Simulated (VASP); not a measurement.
Here is a VASP 6.6.1 calculation.

INCAR

```
  PREC = Accurate
  ENCUT = 520
  EDIFF = 1E-6
  ISMEAR = 0
  SIGMA = 0.05
  LREAL = F
  LASPH = T
  NELM = 100
  ALGO = Normal
  ISIF = 2
  LWAVE = F
  LCHARG = T
  GGA = PS
  IVDW = 12
  LELF = T
  LVHAR = T
  NBANDS = 35
```

KPOINTS

```
Automatic mesh
0
Gamma
  12 12 4
```

The input POSCAR:

```
WS2
1.0
    3.1147273971      0.0000000000      0.0000000000
   -1.5573636985      2.6974330517      0.0202307479
    0.0000000000      0.0882918500     11.7722466704
W S
2 4
Direct
    0.3333333333      0.6666666667      0.2500000000
    0.6666666667      0.3333333333      0.7500000000
    0.3333333333      0.6666666667      0.6164531912
    0.6666666667      0.3333333333      0.1164531912
    0.3333333333      0.6666666667      0.8835468088
    0.6666666667      0.3333333333      0.3835468088
```

Potentials or basis: VASP PAW PBE potentials, release 64 (W_sv, S).

Launch:

```sh
$ cat potpaw_PBE.64/W_sv/POTCAR potpaw_PBE.64/S/POTCAR > POTCAR
$ mpirun -np 1 vasp_std > vasp.out
```

Task: Predict the band gap on the k mesh.

Result: 0.68 eV (least direct gap 1.92 eV).

Task: Predict the pressure.

Result: 0.2 GPa.

Stress tensor (GPa, compression positive):
```
 0.16  0.00  0.00
 0.00  0.19 -2.73
 0.00 -2.73  0.25
```

Caveat: the cell differs from its parent crystal (strain +0.0150 x Voigt [0, 0, 0, 1, 0, 0]); the PAW data sets were made with another functional, which shifts forces and pressure a little; spin-orbit coupling is left out, which moves the levels of the heavy elements. A k mesh can miss the band edges.
